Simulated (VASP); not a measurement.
Runs of VASP 6.6.1 on KBr. The structure is that of space group P6_3/mmc (No. 194), or close to it. The cells are those of the table. 

```csv
level,cell,smearing,gap on the mesh (eV),pressure (GPa)
r2SCAN,"a = 5.599, b = 5.599, c = 6.532 Å, angles 90.0, 90.0, 120.0°, 4 atoms",gaussian 0.01 eV,4.78,0.1
r2SCAN,"a = 5.619, b = 5.627, c = 6.554 Å, angles 90.0, 90.0, 120.2°, 4 atoms",gaussian 0.01 eV,(a),0.0
PBE,"a = 5.599, b = 5.599, c = 6.532 Å, angles 90.0, 90.0, 120.0°, 4 atoms",fermi-dirac 0.02 eV,(b),(c)
PBE,"a = 5.619, b = 5.627, c = 6.554 Å, angles 90.0, 90.0, 120.2°, 4 atoms",fermi-dirac 0.02 eV,4.19,0.4
```

Alike in all rows: task single point; potentials or basis VASP PAW PBE potentials, release 64 (K_sv, Br); no spin polarisation; k mesh 6 × 6 × 4; cutoff (eV) 520.

Task: Estimate the missing entries.

Result: (a) 4.77; (b) 4.20; (c) 0.5.

Caveats: the PAW data sets were made with another functional, which shifts forces and pressure a little (some runs).

A k mesh can miss the band edges, and the runs leave out spin-orbit coupling on Br.
